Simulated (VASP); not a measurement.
Input of a VASP 6.6.1 run:

The input INCAR:

```
ALGO = Normal
EDIFF = 1E-7
ENCUT = 520
GGA = PE
ISIF = 2
ISMEAR = -1
IVDW = 13
LASPH = True
LCHARG = False
LREAL = False
LWAVE = False
NBANDS = 16
NELM = 80
PREC = Accurate
SIGMA = 0.05
```

File KPOINTS:

```
k-points
0
Gamma
  7 7 7
```

Contents of POSCAR:

```
HgTe
1.0
    0.0000000000      3.0177696940      3.0177696940
    3.0177696940      0.0000000000      3.0177696940
    3.0177696940      3.0177696940      0.0000000000
Hg Te
1 1
Direct
    0.0000000000      0.0000000000      0.0000000000
    0.5000000000      0.5000000000      0.5000000000
```

Potentials or basis: VASP PAW PBE potentials, release 64 (Hg, Te).

Run with:

```bash
$ cat potpaw_PBE.64/Hg/POTCAR potpaw_PBE.64/Te/POTCAR > POTCAR
$ mpirun -np 1 vasp_std > vasp.out
```

(1) Predict the band gap on the k mesh.

(2) Estimate the pressure.

Answers

(1) zero (band 9 reaches 5.05 eV, above the bottom of band 10 at 2.45 eV).

(2) 0.1 GPa.

Caveat: spin-orbit coupling is left out, which moves the levels of the heavy elements; pairwise dispersion overbinds metals, which lowers pressure and volume.
